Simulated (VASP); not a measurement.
InAs, 2 atoms in the cell. It takes space group Fm-3m (No. 225, cubic). Conventional cell: a = 5.755 Å, b = 5.755 Å, c = 5.755 Å, α = 90.00°, β = 90.00°, γ = 90.00°. Within 3.8 Å of In (site symmetry m-3m) lie 6 As at 2.88 Å. Within 3.8 Å of As (site symmetry m-3m) lie 6 In at 2.88 Å. 

| Property | Result |
| --- | --- |
| Program | VASP 6.6.1 |
| Task | single point |
| Functional | PBEsol |
| Potentials or basis | VASP PAW PBE potentials, release 64 (In_d, As) |
| Cutoff | 500 eV |
| k mesh | 7 × 7 × 7 |
| Occupations | fermi-dirac, width 0.1 eV |
| Spin | no spin polarisation |
| Dipole correction | no |
| Further INCAR settings | ALGO = Normal; EDIFF = 1e-06; NBANDS = 16 |

Potentials or basis: VASP PAW PBE potentials, release 64 (In_d, As).

The run is started by

```bash
$ cat potpaw_PBE.64/In_d/POTCAR potpaw_PBE.64/As/POTCAR > POTCAR
$ mpirun -np 1 vasp_std > vasp.out
```

Hardware: 1 thread of Intel Xeon 8259CL, on a shared host.

Q: How long does it take, and how much memory?

A: It took 26 s on 1 thread of Intel Xeon 8259CL, with other jobs on the host, peak memory 0.17 GiB. Counts: scf iterations 11, k points 20.
